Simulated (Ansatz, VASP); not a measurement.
## Two plane-wave programs on Al2GaSb3

```xyz
6
Lattice="6.9213 0.0000 0.0000 -3.4607 5.9940 0.0000 0.0000 0.0000 4.0899" Properties=species:S:1:pos:R:3 pbc="T T T"
Al    3.4607    1.9980    0.0000
Al    0.0000    3.9960    0.0000
Ga    0.0000    0.0000    0.0000
Sb    3.4607    0.0000    2.0449
Sb   -1.7303    2.9970    2.0449
Sb    1.7303    2.9970    2.0449
```

Alike in both runs: functional PBE; k mesh 6 × 6 × 10; occupations gaussian, width 0.1 eV; no spin polarisation.

Ansatz relaxed the structure, and its values are those at the end. VASP's run is a single point on that final structure, the one shown.

|  | VASP | Ansatz |
| --- | --- | --- |
| version | VASP 6.6.1 | Ansatz 0.2.0 |
| potentials or method | VASP PAW PBE potentials, release 64 (Al, Ga_d, Sb) | scalar-relativistic, plane waves, PAW |
| plane-wave cutoff (eV) | 520 | 420 |
| valence electrons in the cell | 34 | 64 |

```tsv
	VASP	Ansatz	Ansatz less VASP
gap on the k mesh at the Fermi level (eV)	none	none	-
pressure (GPa)	0.1	0.0	-0.06
```

A gap of «none» marks a metal or a gap that the smearing closes. VASP's potentials hold 34 valence electrons a cell and Ansatz's 64, so a difference there can come from the potentials and not from the codes.

Spin-orbit coupling is off throughout.
